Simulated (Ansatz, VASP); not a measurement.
**CaB6: VASP beside Ansatz**

```xyz
7
Lattice="4.0631 0.0000 0.0000 0.0000 4.0631 0.0000 0.0000 0.0000 4.0631" Properties=species:S:1:pos:R:3 pbc="T T T"
Ca    2.0315    2.0315    2.0315
B     0.0000    0.0000    1.2159
B     0.0000    0.0000    2.8472
B     1.2159    0.0000    0.0000
B     2.8472    0.0000    0.0000
B     0.0000    1.2159    0.0000
B     0.0000    2.8472    0.0000
```

Alike in both runs: functional PBE; k mesh 8 × 8 × 8; occupations gaussian, width 0.01 eV; no spin polarisation.

Ansatz relaxed the structure, and its values are those at the end. VASP's run is a single point on that final structure, the one shown.

```csv
,VASP,Ansatz
version,VASP 6.6.1,Ansatz 0.2.0
potentials or method,"VASP PAW PBE potentials, release 64 (Ca_sv, B), cutoff 520 eV","scalar-relativistic, plane waves, PAW"
valence electrons in the cell,28,28
```

```tsv
	VASP	Ansatz	Ansatz less VASP
gap on the k mesh at the Fermi level (eV)	0.02	0.03	+0.001
least direct gap on the mesh (eV)	0.02	0.03	+0.001
pressure (GPa)	10.5	10.3	-0.17
rms of the force components (eV/Å)	0.012	0.001	-0.0112
```

Ansatz's warnings: stress scf threshold loose.
